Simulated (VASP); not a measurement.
# TiPt3 (Pm-3m) in VASP: further runs

TiPt3 is run at these levels: PBEsol; tasks: single point.

Program: VASP 6.6.1. These are calculated values, not measurements. Logs are shortened: lines on timing, memory, paths and dates and some standing lists are left out, and cuts for length are marked.

## 1. The cell of the first run

Symmetry: Pm-3m, No. 221, cubic system. Conventional cell: a = 3.817 Å, b = 3.817 Å, c = 3.817 Å, α = 90.00°, β = 90.00°, γ = 90.00°. Ti (site symmetry m-3m) has 12 Pt at 2.70 Å within 3.6 Å. Within 3.6 Å of Pt (site symmetry 4/mmm) lie 4 Ti at 2.70 Å and 8 Pt at 2.70 Å.

## 2. Single point, PBEsol (volume scaled by 0.94)

The input, INCAR:

```
SYSTEM = TiPt3
PREC = Accurate ; ENCUT = 520
EDIFF = 1E-6 ; ISMEAR = -1
SIGMA = 0.05 ; LREAL = .False.
LASPH = .True. ; NELM = 60
ALGO = Normal ; ISIF = 2
LWAVE = .False. ; LCHARG = .False.
GGA = PS ; NBANDS = 29
```

The input, KPOINTS:

```
regular mesh
0
Gamma
  9 9 9
  0 0 0
```

The input, POSCAR:

```
TiPt3
1.0
    3.8174470657      0.0000000000      0.0000000000
    0.0000000000      3.8174470657      0.0000000000
    0.0000000000      0.0000000000      3.8174470657
Ti Pt
1 3
Direct
    0.0000000000      0.0000000000      0.0000000000
    0.0000000000      0.5000000000      0.5000000000
    0.5000000000      0.0000000000      0.5000000000
    0.5000000000      0.5000000000      0.0000000000
```

Potentials or basis: VASP PAW PBE potentials, release 64 (Ti_sv, Pt).

Command:

```
$ cat potpaw_PBE.64/Ti_sv/POTCAR potpaw_PBE.64/Pt/POTCAR > POTCAR
$ mpirun -np 1 vasp_std > vasp.out
```

OUTCAR:

```text
SYSTEM = TiPt3
   PREC = Accurate
   ENCUT = 520
   EDIFF = 1E-6
   ISMEAR = -1
   LREAL = .False.
   LASPH = .True.
   NELM = 60
   ISIF = 2
   GGA = PS

 ion  position               nearest neighbor table
   1  0.000  0.000  0.000-   2 2.70   3 2.70   4 2.70   2 2.70   3 2.70   2 2.70   4 2.70   2 2.70
                             3 2.70   4 2.70   3 2.70   4 2.70
   2  0.000  0.500  0.500-   1 2.70   3 2.70   4 2.70   1 2.70   4 2.70   1 2.70   3 2.70   1 2.70
                             3 2.70   4 2.70   4 2.70   3 2.70
   3  0.500  0.000  0.500-   1 2.70   2 2.70   4 2.70   1 2.70   4 2.70   2 2.70   4 2.70   4 2.70
                             1 2.70   2 2.70   1 2.70   2 2.70
   4  0.500  0.500  0.000-   1 2.70   2 2.70   3 2.70   2 2.70   3 2.70   1 2.70   3 2.70   3 2.70
                             1 2.70   2 2.70   2 2.70   1 2.70

  LATTYP: Found a simple cubic cell.
 ALAT       =     3.8174470657

  Lattice vectors:

 A1 = (   3.8174470657,   0.0000000000,   0.0000000000)
 A2 = (   0.0000000000,   3.8174470657,   0.0000000000)
 A3 = (   0.0000000000,   0.0000000000,   3.8174470657)

Analysis of symmetry for initial positions (statically):
=====================================================================
 Subroutine PRICEL returns:
 Original cell was already a primitive cell.

 Routine SETGRP: Setting up the symmetry group for a
 simple cubic supercell.

 Subroutine GETGRP returns: Found 48 space group operations
 (whereof 48 operations were pure point group operations)
 out of a pool of 48 trial point group operations.

The static configuration has the point symmetry O_h .

Analysis of symmetry for dynamics (positions and initial velocities):
=====================================================================
 Subroutine PRICEL returns:
 Original cell was already a primitive cell.

 Routine SETGRP: Setting up the symmetry group for a
 simple cubic supercell.

 Subroutine GETGRP returns: Found 48 space group operations
 (whereof 48 operations were pure point group operations)
 out of a pool of 48 trial point group operations.

The dynamic configuration has the point symmetry O_h .

 Subroutine INISYM returns: Found 48 space group operations
 (whereof 48 operations are pure point group operations),
 and found     1 'primitive' translations

----------------------------------------------------------------------------------------

                                     Primitive cell

[... 88 lines left out ...]
   ISPIN  =      1    spin polarized calculation?
   LNONCOLLINEAR =      F non collinear calculations
   LSORBIT =      F    spin-orbit coupling
   LASPH  =      T    aspherical Exc in radial PAW
   ENCUT  =  520.0 eV  38.22 Ry    6.18 a.u.   7.10  7.10  7.10*2*pi/ulx,y,z
   NELM   =     60;   NELMIN=  2; NELMDL= -5     # of ELM steps
   EDIFF  = 0.1E-05   stopping-criterion for ELM
   LREAL  =      F    real-space projection
   EDIFFG = 0.1E-04   stopping-criterion for IOM
   NSW    =      0    number of steps for IOM
   IBRION =     -1    ionic relax: 0-MD 1-quasi-New 2-CG
   NFREE  =      0    steps in history (QN), initial steepest desc. (CG)
   ISIF   =      2    stress and relaxation
   ISYM   =      2    0-nonsym 1-usesym 2-fastsym
   POTIM  = 0.5000    time-step for ionic-motion
   TEBEG  =    0.0;   TEEND  =   0.0 temperature during run
   PSTRESS=    0.0 pullay stress
   NELECT =      42.0000    total number of electrons
   NUPDOWN=      -1.0000    fix difference up-down
   EMIN   =  10.00;   EMAX   =-10.00  energy-range for DOS
   EFERMI =   0.00;   METHOD = LEGACY
   ISMEAR =    -1;   SIGMA  =   0.05  broadening in eV -4-tet -1-fermi 0-gaus
   EFERMI_NEDOS =   21; number of points for ismear=-14 and -15
   IALGO  =     38    algorithm
   IMIX   =      4    mixing-type and parameters
     AMIX     =   0.40;   BMIX     =  1.00
     AMIX_MAG =   1.60;   BMIX_MAG =  1.00
  volume/ion in A,a.u.               =      13.91        93.85
  Fermi-wavevector in a.u.,A,eV,Ry     =   1.490682  2.816980 30.233938  2.222132
  Thomas-Fermi vector in A             =   2.603433
   LORBIT       =      0    0 simple, 1 ext, 2 COOP (PROOUT), +10 PAW based schemes
   GGA     = PS    functional components
   LHFCALC =     F    Hartree Fock is set to
   AEXX    =    0.0000 exact exchange contribution
   IVDW    =     0    specifies the selected vdW correction
   LEPSILON=     F    determine dielectric tensor
   LRPA    =     F    only Hartree local field effects (RPA)
 non-spin polarized calculation
  energy-cutoff  :      520.00
  volume of cell :       55.63
 maximum number of plane-waves:      1511
   NGX = 15   NGY = 15   NGZ = 15

 number of electron      41.9999997 magnetization

 Free energy of the ion-electron system (eV)
  ---------------------------------------------------
  ext. energy  EPLUGINS =         0.00000000
  ---------------------------------------------------
  free energy    TOTEN  =       -32.55464558 eV

  energy without entropy =      -32.54389347  energy(sigma->0) =      -32.54926952

 E-fermi :  12.8789     XC(G=0): -13.7837

 val. band max:       12.8235899957   @ k =   0.4444   0.1111   0.1111
 cond. band min:      12.8991609304   @ k =   0.4444   0.1111   0.0000
 fundamental gap:      0.0755709348
 Fermi energy:        12.8789050761

 k-point     1 :       0.0000    0.0000    0.0000
  band No.  band energies     occupation
      1     -44.9983      2.00000
      2     -21.3440      2.00000
      3     -21.3440      2.00000
      4     -21.3440      2.00000
      5       1.9420      2.00000
      6       4.7177      2.00000
[... 757 lines left out ...]
     28      17.2957      0.00000
     29      20.8647      0.00000

 [... further k-points ...]
[... 5 lines left out ...]
  --------------------------------------------------------------------------------------
  -------------------------------------------------------------------------------------
  Total        6.8114112      6.8114112      6.8114112      0.0000000      0.0000000      0.0000000
  in kB      196.1682028    196.1682028    196.1682028      0.0000000      0.0000000      0.0000000
  external PRESSURE =     196.1682028 kB  Pullay stress =       0.0000000 kB

 VOLUME and BASIS-vectors are now :
 -----------------------------------------------------------------------------
  energy-cutoff  :      520.00
  volume of cell :       55.63
      direct lattice vectors                 reciprocal lattice vectors
     3.817447066  0.000000000  0.000000000     0.261955171  0.000000000  0.000000000
     0.000000000  3.817447066  0.000000000     0.000000000  0.261955171  0.000000000
     0.000000000  0.000000000  3.817447066     0.000000000  0.000000000  0.261955171

 POSITION                                       TOTAL-FORCE (eV/Angst)
 -----------------------------------------------------------------------------------
      0.00000      0.00000      0.00000         0.000000      0.000000      0.000000
      0.00000      1.90872      1.90872         0.000000      0.000000      0.000000
      1.90872      0.00000      1.90872         0.000000      0.000000      0.000000
      1.90872      1.90872      0.00000         0.000000      0.000000      0.000000
 -----------------------------------------------------------------------------------
    total drift:                                0.000000      0.000000      0.000000

  FREE ENERGIE OF THE ION-ELECTRON SYSTEM (eV)
  ---------------------------------------------------
  free  energy   TOTEN  =       -32.5546455773 eV

  energy  without entropy=      -32.5438934675  energy(sigma->0) =      -32.54926952
```

stdout:

```text
POSCAR found type information on POSCAR TiPt
 POSCAR found :  2 types and       4 ions
 scaLAPACK will be used
 -----------------------------------------------------------------------------
|                                                                             |
|                                                                             |
|     You enforced a specific xc type in the INCAR file but a different       |
|     I HOPE YOU KNOW WHAT YOU ARE DOING!                                     |
|                                                                             |
 -----------------------------------------------------------------------------

 LDA part: xc-table for (Slater+PW92), standard interpolation
 POSCAR, INCAR and KPOINTS ok, starting setup
 FFT: planning ... GRIDC
 FFT: planning ... GRID_SOFT
 FFT: planning ... GRID
 WAVECAR not read
 entering main loop
```

Run time: 29 s. Hardware: 1 thread of Intel Xeon Platinum 8559C (Emerald Rapids), shared host; peak memory 0.19 GiB.

Results:

```
Free energy            : -32.5546 eV
Pressure               : 19.6 GPa
Band gap on the k mesh : zero (band 21 reaches 14.39 eV, above the bottom of band 22 at 12.67 eV)
```

Caveat: the cell differs from its parent crystal (volume scaled by 0.94); the PAW data sets were made with another functional, which shifts forces and pressure a little; spin-orbit coupling is left out, which moves the levels of the heavy elements.

## 3. Single point, PBEsol (volume scaled by 0.98)

The input, INCAR:

```
ALGO = Normal ; EDIFF = 1E-6
ENCUT = 520 ; GGA = PS
ISIF = 2 ; ISMEAR = -1
LASPH = T ; LCHARG = F
LREAL = F ; LWAVE = F
NBANDS = 29 ; NELM = 60
PREC = Accurate ; SIGMA = 0.05
```

The input, KPOINTS:

```
k-points
0
Gamma
  9 9 9
```

The input, POSCAR:

```
TiPt3
1.0
    3.8708448495      0.0000000000      0.0000000000
    0.0000000000      3.8708448495      0.0000000000
    0.0000000000      0.0000000000      3.8708448495
Ti Pt
1 3
Direct
    0.0000000000      0.0000000000      0.0000000000
    0.0000000000      0.5000000000      0.5000000000
    0.5000000000      0.0000000000      0.5000000000
    0.5000000000      0.5000000000      0.0000000000
```

Potentials or basis: VASP PAW PBE potentials, release 64 (Ti_sv, Pt).

Command:

```
$ cat potpaw_PBE.64/Ti_sv/POTCAR potpaw_PBE.64/Pt/POTCAR > POTCAR
$ mpirun -np 1 vasp_std > vasp.out
```

It took 32 s on 1 thread of Intel Xeon Platinum 8559C (Emerald Rapids), shared host; peak memory 0.2 GiB.

The run converged. Its results:

* Free energy: -32.7413 eV
* Pressure: 5.9 GPa
* Band gap on the k mesh: zero (band 21 reaches 13.53 eV, above the bottom of band 22 at 11.91 eV)

Levels at points of the mesh, in eV from the Fermi level:
```tsv
k point	band 18	band 19	band 20	band 21	band 22	band 23	band 24	band 25
(0.00, 0.00, 0.00)	0.05	0.05	0.05	1.44	1.44	1.52	1.52	1.52
```

Caveat: the cell differs from its parent crystal (volume scaled by 0.98); the PAW data sets were made with another functional, which shifts forces and pressure a little; spin-orbit coupling is left out, which moves the levels of the heavy elements.

## 4. Single point, PBEsol

This run uses another cell than the first one, of 14.80 Å³/atom, 1.064 times its volume.

The input, INCAR:

```
SYSTEM = TiPt3
ALGO = Normal ; EDIFF = 1E-6
ENCUT = 520 ; GGA = PS
ISIF = 2 ; ISMEAR = -1
LASPH = .True. ; LCHARG = .False.
LREAL = .False. ; LWAVE = .False.
NBANDS = 29 ; NELM = 100
PREC = Accurate ; SIGMA = 0.05
```

The input, KPOINTS:

```
k-points
0
Gamma
  9 9 9
  0 0 0
```

The input, POSCAR:

```
TiPt3
1.0
    3.8970000000      0.0000000000      0.0000000000
    0.0000000000      3.8970000000      0.0000000000
    0.0000000000      0.0000000000      3.8970000000
Ti Pt
1 3
Direct
    0.0000000000      0.0000000000      0.0000000000
    0.0000000000      0.5000000000      0.5000000000
    0.5000000000      0.0000000000      0.5000000000
    0.5000000000      0.5000000000      0.0000000000
```

Command:

```
$ cat potpaw_PBE.64/Ti_sv/POTCAR potpaw_PBE.64/Pt/POTCAR > POTCAR
$ mpirun -np 1 vasp_std > vasp.out
```

Wall time 32 s (1 thread of Intel Xeon Platinum 8559C (Emerald Rapids), shared host); peak memory 0.2 GiB.

It converged, with:

| Property | Result |
| --- | --- |
| Free energy | -32.7647 eV |
| Pressure | 0.2 GPa |
| Band gap on the k mesh | zero (band 21 reaches 13.11 eV, above the bottom of band 22 at 11.55 eV) |

Levels at points of the mesh, in eV from the Fermi level:
```tsv
k point	band 19	band 20	band 21	band 22	band 23	band 24
(0.00, 0.00, 0.00)	0.03	0.03	1.39	1.39	1.53	1.53
```

Caveat: the PAW data sets were made with another functional, which shifts forces and pressure a little; spin-orbit coupling is left out, which moves the levels of the heavy elements.

(Continued in part 2 of 2.)
